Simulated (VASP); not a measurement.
Crystal: As.

```
CELL_PARAMETERS angstrom
4.69391 0.00000 0.00000
-2.34695 4.06504 0.00000
0.00000 0.00000 2.87736
ATOMIC_POSITIONS crystal
As 0.00000 0.00000 0.00000
As 0.33333 0.66667 0.50000
As 0.66667 0.33333 0.50000
```

This isn't the form of As at room conditions, which is rhombohedral.

| Item | Value |
| --- | --- |
| Program | VASP 6.6.1 |
| Task | relaxation of cell and atoms |
| Functional | BLYP |
| Potentials or basis | VASP PAW PBE potentials, release 64 (As) |
| Cutoff | 600 eV |
| k mesh | 8 × 8 × 11 |
| Occupations | fermi-dirac, width 0.1 eV |
| Spin | no spin polarisation |

At the start: pressure 13.5 GPa; volume 18.30 Å³/atom.

**Question.** How do energy, volume and symmetry change on relaxing?

**Answer.** Over 6 steps the energy falls by 122.1 meV/atom and the volume is 21.32 Å³/atom (+16.5 %); space group P6/mmm (No. 191, to 0.1 Å) before and after.

The path:
```tsv
step	energy change (eV)	largest force (eV/Å)	pressure (GPa)	volume (Å³)
1	0.0000	0.0000	13.46	54.90
2	-0.3192	0.0000	-3.33	68.01
3	-0.3598	0.0000	-0.15	64.12
4	-0.3598	0.0000	-0.34	64.31
5	-0.3648	0.0000	-0.19	64.12
6	-0.3663	0.0000	-0.04	63.95
```

Final structure:
```
As
1.0
     5.02303    0.00000    0.00000
    -2.51152    4.35007    0.00000
     0.00000    0.00000    2.92673
As
3
Direct
  0.00000 0.00000 0.00000
  0.33333 0.66667 0.50000
  0.66667 0.33333 0.50000
```

Caveat: the volume moved by over 15 % at a fixed basis, so the end points are rough; the PAW data sets were made with another functional, which shifts forces and pressure a little.
